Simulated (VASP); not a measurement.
Input of a VASP 6.6.1 run:

Contents of INCAR:

```
  PREC = Accurate
  ENCUT = 500
  EDIFF = 1E-6
  ISMEAR = 0
  SIGMA = 0.1
  LREAL = False
  LASPH = True
  NELM = 120
  ALGO = Normal
  ISIF = 2
  LWAVE = False
  LCHARG = True
  GGA = PE
  LELF = True
  LVHAR = True
  NBANDS = 31
  GGA_COMPAT = False
```

KPOINTS

```
Automatic mesh
0
Gamma
  3 3 3
```

The input POSCAR:

```
Te5W
1.0
    3.2735286100      1.8899726300      6.1647343000
   -3.2735286100      1.8899726300      6.1647343000
    0.0000000000     -3.7799452500      6.1647343000
Te W
5 1
Direct
    0.6659068300      0.3340931700      0.0000000000
    0.1671338100      0.1671338100      0.1671338100
    0.0000000000      0.6659068300      0.3340931700
    0.3340931700      0.0000000000      0.6659068300
    0.8328661900      0.8328661900      0.8328661900
    0.5000000000      0.5000000000      0.5000000000
```

Potentials or basis: VASP PAW PBE potentials, release 64 (Te, W_sv).

The run is started by

```console
$ cat potpaw_PBE.64/Te/POTCAR potpaw_PBE.64/W_sv/POTCAR > POTCAR
$ mpirun -np 1 vasp_std > vasp.out
```

Q: What does it give for the band gap on the k mesh?

A: Zero (band 22 reaches 4.05 eV, above the bottom of band 23 at 4.01 eV).

Q: Predict the largest force.

A: 0.257 eV/Å.

Q: Estimate the pressure.

A: -11.4 GPa.

Stress tensor (GPa, compression positive):
```
-11.16   0.00   0.00
  0.00 -11.16   0.00
  0.00   0.00 -11.95
```

Caveat: the k points lie up to 0.39 Å⁻¹ apart; spin-orbit coupling is left out, which moves the levels of the heavy elements.
